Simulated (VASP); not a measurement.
# Ag (Pm-3m) in VASP: notebook

Ag is run at these levels: PBE; tasks: single point.

All numbers are computed with VASP 6.6.1; they aren't measurements. Logs are shortened: lines on timing, memory, paths and dates and some standing lists are left out, and cuts for length are marked.

## Step 1: The cell of the first run

Symmetry: Pm-3m, No. 221, cubic system. Conventional cell: a = 2.419 Å, b = 2.419 Å, c = 2.419 Å, α = 90.00°, β = 90.00°, γ = 90.00°. Ag (site symmetry m-3m) has 6 Ag at 2.42 Å within 3.2 Å.

## Step 2: Single point, PBE (volume scaled by 0.68)

Input file INCAR:

```
ALGO = Normal ; EDIFF = 1E-6
ENCUT = 520 ; GGA = PE
ISIF = 2 ; ISMEAR = -1
LASPH = T ; LCHARG = F
LREAL = F ; LWAVE = F
NBANDS = 12 ; NELM = 60
PREC = Accurate ; SIGMA = 0.08
```

Input file KPOINTS:

```
k-points
0
Gamma
  16 16 16
```

Input file POSCAR:

```
Ag
1.0
    2.4192072676      0.0000000000      0.0000000000
    0.0000000000      2.4192072676      0.0000000000
    0.0000000000      0.0000000000      2.4192072676
Ag
1
Direct
    0.0000000000      0.0000000000      0.0000000000
```

Potentials or basis: VASP PAW PBE potentials, release 64 (Ag).

Started as:

```sh
$ cat potpaw_PBE.64/Ag/POTCAR > POTCAR
$ mpirun -np 1 vasp_std > vasp.out
```

OUTCAR:

```text
EDIFF = 1E-6
   ENCUT = 520
   GGA = PE
   ISIF = 2
   ISMEAR = -1
   LASPH = T
   LREAL = F
   NELM = 60
   PREC = Accurate

 ion  position               nearest neighbor table
   1  0.000  0.000  0.000-

  LATTYP: Found a simple cubic cell.
 ALAT       =     2.4192072676

  Lattice vectors:

 A1 = (   2.4192072676,   0.0000000000,   0.0000000000)
 A2 = (   0.0000000000,   2.4192072676,   0.0000000000)
 A3 = (   0.0000000000,   0.0000000000,   2.4192072676)

Analysis of symmetry for initial positions (statically):
=====================================================================
 Subroutine PRICEL returns:
 Original cell was already a primitive cell.

 Routine SETGRP: Setting up the symmetry group for a
 simple cubic supercell.

 Subroutine GETGRP returns: Found 48 space group operations
 (whereof 48 operations were pure point group operations)
 out of a pool of 48 trial point group operations.

The static configuration has the point symmetry O_h .

Analysis of symmetry for dynamics (positions and initial velocities):
=====================================================================
 Subroutine PRICEL returns:
 Original cell was already a primitive cell.

 Routine SETGRP: Setting up the symmetry group for a
 simple cubic supercell.

 Subroutine GETGRP returns: Found 48 space group operations
 (whereof 48 operations were pure point group operations)
 out of a pool of 48 trial point group operations.

The dynamic configuration has the point symmetry O_h .

 Subroutine INISYM returns: Found 48 space group operations
 (whereof 48 operations are pure point group operations),
 and found     1 'primitive' translations

----------------------------------------------------------------------------------------

                                     Primitive cell

  volume of cell :      14.1586

  direct lattice vectors                    reciprocal lattice vectors
     2.419207268  0.000000000  0.000000000     0.413358547  0.000000000  0.000000000
     0.000000000  2.419207268  0.000000000     0.000000000  0.413358547  0.000000000
     0.000000000  0.000000000  2.419207268     0.000000000  0.000000000  0.413358547

  length of vectors
     2.419207268  2.419207268  2.419207268     0.413358547  0.413358547  0.413358547

  position of ions in fractional coordinates (direct lattice)
     0.000000000  0.000000000  0.000000000

  ion indices of the primitive-cell ions
   primitive index   ion index
                 1           1

----------------------------------------------------------------------------------------

 KPOINTS: k-points

Automatic generation of k-mesh.
 Grid dimensions read from file:
 generate k-points for:   16   16   16

 Generating k-lattice:

  Cartesian coordinates                     Fractional coordinates (reciprocal lattice)
     0.025834909  0.000000000  0.000000000     0.062500000  0.000000000  0.000000000
     0.000000000  0.025834909  0.000000000     0.000000000  0.062500000  0.000000000
     0.000000000  0.000000000  0.025834909     0.000000000  0.000000000  0.062500000

  Length of vectors
     0.025834909  0.025834909  0.025834909

  Shift w.r.t. Gamma in fractional coordinates (k-lattice)
     0.000000000  0.000000000  0.000000000

 Subroutine IBZKPT returns following result:
 ===========================================

 Found    165 irreducible k-points:

 Following reciprocal coordinates:
            Coordinates               Weight
  0.000000  0.000000  0.000000      1.000000
  0.062500  0.000000  0.000000      6.000000
  0.125000  0.000000  0.000000      6.000000
  0.187500  0.000000  0.000000      6.000000
  0.250000  0.000000  0.000000      6.000000
  0.312500  0.000000  0.000000      6.000000
[... 16 lines left out ...]
  0.437500  0.125000  0.000000     24.000000
  0.500000  0.125000  0.000000     12.000000
 [... further k-points ...]
   k-points           NKPTS =    165   k-points in BZ     NKDIM =    165   number of bands    NBANDS=     12
   number of dos      NEDOS =    301   number of ions     NIONS =      1
   total plane-waves  NPLWV =   5832
   dimension x,y,z NGX =    18 NGY =   18 NGZ =   18
   dimension x,y,z NGXF=    36 NGYF=   36 NGZF=   36
   ions per type =               1
   NGX,Y,Z   is equivalent  to a cutoff of  12.37, 12.37, 12.37 a.u.
   NGXF,Y,Z  is equivalent  to a cutoff of  24.74, 24.74, 24.74 a.u.
 SYSTEM =  unknown system
   PREC   = accura    normal or accurate (medium, high low for compatibility)
   ISTART =      0    job   : 0-new  1-cont  2-samecut
   ICHARG =      2    charge: 1-file 2-atom 10-const
   ISPIN  =      1    spin polarized calculation?
   LNONCOLLINEAR =      F non collinear calculations
   LSORBIT =      F    spin-orbit coupling
   LASPH  =      T    aspherical Exc in radial PAW
   ENCUT  =  520.0 eV  38.22 Ry    6.18 a.u.   4.50  4.50  4.50*2*pi/ulx,y,z
   NELM   =     60;   NELMIN=  2; NELMDL= -5     # of ELM steps
   EDIFF  = 0.1E-05   stopping-criterion for ELM
   LREAL  =      F    real-space projection
   EDIFFG = 0.1E-04   stopping-criterion for IOM
   NSW    =      0    number of steps for IOM
   IBRION =     -1    ionic relax: 0-MD 1-quasi-New 2-CG
   NFREE  =      0    steps in history (QN), initial steepest desc. (CG)
   ISIF   =      2    stress and relaxation
   ISYM   =      2    0-nonsym 1-usesym 2-fastsym
   POTIM  = 0.5000    time-step for ionic-motion
   TEBEG  =    0.0;   TEEND  =   0.0 temperature during run
   PSTRESS=    0.0 pullay stress
   NELECT =      11.0000    total number of electrons
   NUPDOWN=      -1.0000    fix difference up-down
   EMIN   =  10.00;   EMAX   =-10.00  energy-range for DOS
   EFERMI =   0.00;   METHOD = LEGACY
   ISMEAR =    -1;   SIGMA  =   0.08  broadening in eV -4-tet -1-fermi 0-gaus
   EFERMI_NEDOS =   21; number of points for ismear=-14 and -15
   IALGO  =     38    algorithm
   IMIX   =      4    mixing-type and parameters
     AMIX     =   0.40;   BMIX     =  1.00
     AMIX_MAG =   1.60;   BMIX_MAG =  1.00
  volume/ion in A,a.u.               =      14.16        95.55
  Fermi-wavevector in a.u.,A,eV,Ry     =   1.504987  2.844012 30.816989  2.264985
  Thomas-Fermi vector in A             =   2.615894
   LORBIT       =      0    0 simple, 1 ext, 2 COOP (PROOUT), +10 PAW based schemes
   GGA     = PE    functional components
   LHFCALC =     F    Hartree Fock is set to
   AEXX    =    0.0000 exact exchange contribution
   IVDW    =     0    specifies the selected vdW correction
   LEPSILON=     F    determine dielectric tensor
   LRPA    =     F    only Hartree local field effects (RPA)
 non-spin polarized calculation
  energy-cutoff  :      520.00
  volume of cell :       14.16
 maximum number of plane-waves:       394
 NGX is ok and might be reduce to    18
   NGX =  9   NGY =  9   NGZ =  9

 number of electron      10.9999989 magnetization

 Free energy of the ion-electron system (eV)
  ---------------------------------------------------
  ext. energy  EPLUGINS =         0.00000000
  ---------------------------------------------------
  free energy    TOTEN  =        -1.35648204 eV

  energy without entropy =       -1.35321244  energy(sigma->0) =       -1.35484724

 E-fermi :  11.1981     XC(G=0): -13.2467

 val. band max:       11.1128971419   @ k =   0.3750   0.3125   0.0625
 cond. band min:      11.4357127144   @ k =   0.3750   0.2500   0.1875
 fundamental gap:      0.3228155725
 Fermi energy:        11.1980846848

 k-point     1 :       0.0000    0.0000    0.0000
  band No.  band energies     occupation
      1       2.2177      2.00000
      2       3.0823      2.00000
      3       3.0823      2.00000
      4       8.5221      2.00000
      5       8.5221      2.00000
      6       8.5221      2.00000
      7      28.0644      0.00000
      8      28.0644      0.00000
      9      28.0644      0.00000
     10      35.3272      0.00000
     11      35.3272      0.00000
     12      35.9014      0.00000

 k-point     2 :       0.0625    0.0000    0.0000
  band No.  band energies     occupation
      1       2.3347      2.00000
      2       3.1027      2.00000
      3       3.1858      2.00000
      4       8.4391      2.00000
      5       8.4391      2.00000
      6       8.5287      2.00000
      7      27.1148      0.00000
      8      28.2634      0.00000
      9      28.2634      0.00000
     10      34.9587      0.00000
     11      35.5365      0.00000
     12      36.7937      0.00000

 k-point     3 :       0.1250    0.0000    0.0000
  band No.  band energies     occupation
      1       2.6286      2.00000
      2       3.1610      2.00000
      3       3.5398      2.00000
      4       8.2089      2.00000
      5       8.2089      2.00000
      6       8.5476      2.00000
      7      25.1319      0.00000
      8      28.8377      0.00000
      9      28.8377      0.00000
     10      34.0450      0.00000
     11      35.5243      0.00000
     12      39.2170      0.00000
[... 286 lines left out ...]
 k-point    23 :       0.4375    0.1250    0.0000
  band No.  band energies     occupation
      1       3.8397      2.00000
      2       4.6653      2.00000
      3       5.7003      2.00000
      4       6.7527      2.00000
      5       8.4132      2.00000
      6      10.0212      2.00000
      7      15.6967      0.00000
      8      29.0643      0.00000
      9      31.6958      0.00000
     10      33.6532      0.00000
     11      35.5357      0.00000
     12      40.0971      0.00000

 k-point    24 :       0.5000    0.1250    0.0000
  band No.  band energies     occupation
      1       3.8675      2.00000
      2       4.7533      2.00000
      3       5.6279      2.00000
      4       6.6909      2.00000
      5       8.4211      2.00000
      6      10.6706      1.99727
      7      14.9457      0.00000
      8      29.1397      0.00000
      9      32.3761      0.00000
     10      32.6008      0.00000
     11      36.1908      0.00000
     12      39.4172      0.00000

 [... further k-points ...]
[... 5 lines left out ...]
  --------------------------------------------------------------------------------------
  -------------------------------------------------------------------------------------
  Total        6.6668404      6.6668404      6.6668404      0.0000000     -0.0000000      0.0000000
  in kB      754.4169000    754.4169000    754.4169000      0.0000000     -0.0000000      0.0000000
  external PRESSURE =     754.4169000 kB  Pullay stress =       0.0000000 kB

 VOLUME and BASIS-vectors are now :
 -----------------------------------------------------------------------------
  energy-cutoff  :      520.00
  volume of cell :       14.16
      direct lattice vectors                 reciprocal lattice vectors
     2.419207268  0.000000000  0.000000000     0.413358547  0.000000000  0.000000000
     0.000000000  2.419207268  0.000000000     0.000000000  0.413358547  0.000000000
     0.000000000  0.000000000  2.419207268     0.000000000  0.000000000  0.413358547

 POSITION                                       TOTAL-FORCE (eV/Angst)
 -----------------------------------------------------------------------------------
      0.00000      0.00000      0.00000         0.000000      0.000000      0.000000
 -----------------------------------------------------------------------------------
    total drift:                                0.000000      0.000000      0.000000

  FREE ENERGIE OF THE ION-ELECTRON SYSTEM (eV)
  ---------------------------------------------------
  free  energy   TOTEN  =        -1.3564820380 eV

  energy  without entropy=       -1.3532124436  energy(sigma->0) =       -1.35484724
```

Wall time 12 s (1 thread of Intel Xeon 6975P-C, shared host); peak memory 0.14 GiB.

What came out:

* Free energy: -1.3565 eV
* Pressure: 75.4 GPa

Levels at points of the mesh, in eV from the Fermi level:
```csv
k point,band 1,band 2,band 3,band 4,band 5,band 6,band 7,band 8,band 9,band 10
"(0.00, 0.00, 0.00)",-8.98,-8.12,-8.12,-2.68,-2.68,-2.68,16.87,16.87,16.87,24.13
"(0.50, 0.00, 0.00)",-7.55,-6.99,-4.56,-4.56,-2.50,-1.71,3.69,18.25,22.00,23.91
"(0.50, 0.50, 0.00)",-8.37,-6.65,-4.21,-4.21,-1.25,4.40,4.40,11.84,12.08,24.43
"(0.50, 0.50, 0.50)",-7.35,-7.35,-7.35,-1.13,-1.13,9.97,11.24,11.24,11.24,18.20
```

## Step 3: Single point, PBE (volume scaled by 0.76)

Input file INCAR:

```
ALGO     = Normal         # electronic algorithm
EDIFF    = 1E-7           # SCF threshold, eV
ENCUT    = 520            # plane-wave cutoff, eV
GGA      = PE             # functional
ISIF     = 2              # what is computed and relaxed
ISMEAR   = -1             # smearing method
LASPH    = T              # aspherical terms in the spheres
LCHARG   = F              # write CHGCAR
LREAL    = F              # projectors in reciprocal space
LWAVE    = F              # write WAVECAR
NBANDS   = 12             # bands
NELM     = 80             # most SCF steps
PREC     = Accurate       # precision mode
SIGMA    = 0.08           # smearing width, eV
```

KPOINTS is that of step 2.

Input file POSCAR:

```
Ag
1.0
    2.5105833157      0.0000000000      0.0000000000
    0.0000000000      2.5105833157      0.0000000000
    0.0000000000      0.0000000000      2.5105833157
Ag
1
Direct
    0.0000000000      0.0000000000      0.0000000000
```

Potentials or basis: VASP PAW PBE potentials, release 64 (Ag).

Started as:

```sh
$ cat potpaw_PBE.64/Ag/POTCAR > POTCAR
$ mpirun -np 1 vasp_std > vasp.out
```

Run time: 16 s. Hardware: 1 thread of Intel Xeon 6975P-C, shared host; peak memory 0.15 GiB.

It converged, with:

- Free energy: -1.9359 eV
- Pressure: 39.3 GPa

Levels at points of the mesh, in eV from the Fermi level:
| k point | band 2 | band 3 | band 4 | band 5 | band 6 | band 7 | band 8 | band 9 |
| --- | --- | --- | --- | --- | --- | --- | --- | --- |
| (0.00, 0.00, 0.00) | -7.25 | -7.25 | -2.70 | -2.70 | -2.70 | 16.02 | 16.02 | 16.02 |
| (0.50, 0.00, 0.00) | -6.34 | -4.25 | -4.25 | -2.56 | -1.30 | 3.00 | 18.00 | 21.10 |
| (0.50, 0.50, 0.00) | -6.05 | -3.96 | -3.96 | -1.52 | 4.24 | 4.24 | 10.50 | 11.09 |
| (0.50, 0.50, 0.50) | -6.55 | -6.55 | -1.42 | -1.42 | 10.18 | 10.31 | 10.31 | 10.31 |

## Step 4: Single point, PBE (volume scaled by 0.76)

Input file INCAR:

```
SYSTEM = Ag
PREC = Accurate
ENCUT = 520
EDIFF = 1E-6
ISMEAR = -1
SIGMA = 0.08
LREAL = .False.
LASPH = .True.
NELM = 60
ALGO = Normal
ISIF = 2
LWAVE = .False.
LCHARG = .False.
GGA = PE
NBANDS = 12
```

Input file KPOINTS:

```
regular mesh
0
Gamma
  16 16 16
  0 0 0
```

POSCAR is that of step 3.

Potentials or basis: VASP PAW PBE potentials, release 64 (Ag).

Started as:

```sh
$ cat potpaw_PBE.64/Ag/POTCAR > POTCAR
$ mpirun -np 1 vasp_std > vasp.out
```

OUTCAR:

```text
SYSTEM = Ag
   PREC = Accurate
   ENCUT = 520
   EDIFF = 1E-6
   ISMEAR = -1
   LREAL = .False.
   LASPH = .True.
   NELM = 60
   ISIF = 2
   GGA = PE

 ion  position               nearest neighbor table
   1  0.000  0.000  0.000-

  LATTYP: Found a simple cubic cell.
 ALAT       =     2.5105833157

  Lattice vectors:

 A1 = (   2.5105833157,   0.0000000000,   0.0000000000)
 A2 = (   0.0000000000,   2.5105833157,   0.0000000000)
 A3 = (   0.0000000000,   0.0000000000,   2.5105833157)

[... 529 lines left out ...]
      4       5.2011      2.00000
      5       6.6190      2.00000
      6       9.0985      1.95792
      7      12.4801      0.00000
      8      26.8589      0.00000
      9      29.3944      0.00000
     10      29.7265      0.00000
     11      32.8334      0.00000
     12      36.0190      0.00000

 [... further k-points ...]
[... 5 lines left out ...]
  --------------------------------------------------------------------------------------
  -------------------------------------------------------------------------------------
  Total        3.8822457      3.8822457      3.8822457      0.0000000      0.0000000     -0.0000000
  in kB      393.0698040    393.0698040    393.0698040      0.0000000      0.0000000     -0.0000000
  external PRESSURE =     393.0698040 kB  Pullay stress =       0.0000000 kB

 VOLUME and BASIS-vectors are now :
 -----------------------------------------------------------------------------
  energy-cutoff  :      520.00
  volume of cell :       15.82
      direct lattice vectors                 reciprocal lattice vectors
     2.510583316  0.000000000  0.000000000     0.398313808  0.000000000  0.000000000
     0.000000000  2.510583316  0.000000000     0.000000000  0.398313808  0.000000000
     0.000000000  0.000000000  2.510583316     0.000000000  0.000000000  0.398313808

 POSITION                                       TOTAL-FORCE (eV/Angst)
 -----------------------------------------------------------------------------------
      0.00000      0.00000      0.00000         0.000000      0.000000      0.000000
 -----------------------------------------------------------------------------------
    total drift:                                0.000000      0.000000      0.000000

  FREE ENERGIE OF THE ION-ELECTRON SYSTEM (eV)
  ---------------------------------------------------
  free  energy   TOTEN  =        -1.9359374694 eV

  energy  without entropy=       -1.9315612071  energy(sigma->0) =       -1.93374934
```

stdout:

```text
POSCAR found type information on POSCAR Ag
 POSCAR found :  1 types and       1 ions
 scaLAPACK will be used
 LDA part: xc-table for (Slater+PW92), standard interpolation
 POSCAR, INCAR and KPOINTS ok, starting setup
 FFT: planning ... GRIDC
 FFT: planning ... GRID_SOFT
 FFT: planning ... GRID
 WAVECAR not read
 entering main loop
```

It took 15 s on 1 thread of Intel Xeon 6975P-C, shared host; peak memory 0.15 GiB.

What came out:

```
Free energy : -1.9359 eV
Pressure    : 39.3 GPa
```

## Step 5: Single point, PBE (volume scaled by 0.84)

Input file INCAR:

```
PREC = Accurate
ENCUT = 520
EDIFF = 1E-7
ISMEAR = -1
SIGMA = 0.08
LREAL = False
LASPH = True
NELM = 80
ALGO = Normal
ISIF = 2
LWAVE = False
LCHARG = False
GGA = PE
NBANDS = 12
```

Input file KPOINTS:

```
regular mesh
0
Gamma
  16 16 16
```

Input file POSCAR:

```
Ag
1.0
    2.5957520338      0.0000000000      0.0000000000
    0.0000000000      2.5957520338      0.0000000000
    0.0000000000      0.0000000000      2.5957520338
Ag
1
Direct
    0.0000000000      0.0000000000      0.0000000000
```

Started as:

```sh
$ cat potpaw_PBE.64/Ag/POTCAR > POTCAR
$ mpirun -np 1 vasp_std > vasp.out
```

It took 15 s on 1 thread of Intel Xeon 6975P-C, shared host; peak memory 0.15 GiB.

Results (log left out):

- Free energy: -2.2290 eV
- Pressure: 18.8 GPa

Levels at points of the mesh, in eV from the Fermi level:
```csv
k point,band 2,band 3,band 4,band 5,band 6,band 7,band 8,band 9
"(0.00, 0.00, 0.00)",-6.60,-6.60,-2.74,-2.74,-2.74,15.24,15.24,15.24
"(0.50, 0.00, 0.00)",-5.84,-4.02,-4.02,-2.62,-0.97,2.45,17.68,20.26
"(0.50, 0.50, 0.00)",-5.59,-3.79,-3.79,-1.74,4.09,4.09,9.22,10.46
"(0.50, 0.50, 0.50)",-5.96,-5.96,-1.66,-1.66,9.56,9.56,9.56,10.25
```

## Step 6: The runs side by side

```tsv
cell	gap on the mesh (eV)	pressure (GPa)
a = 2.419 Å, 1 atom	none	75.4
a = 2.511 Å, 1 atom	none	39.3
a = 2.596 Å, 1 atom	none	18.8
```

Alike in all rows: task single point; level PBE; potentials or basis VASP PAW PBE potentials, release 64 (Ag); no spin polarisation; k mesh 16 × 16 × 16; cutoff (eV) 520; smearing fermi-dirac 0.08 eV.

Absolute energies hang on the potentials; compare differences alone.
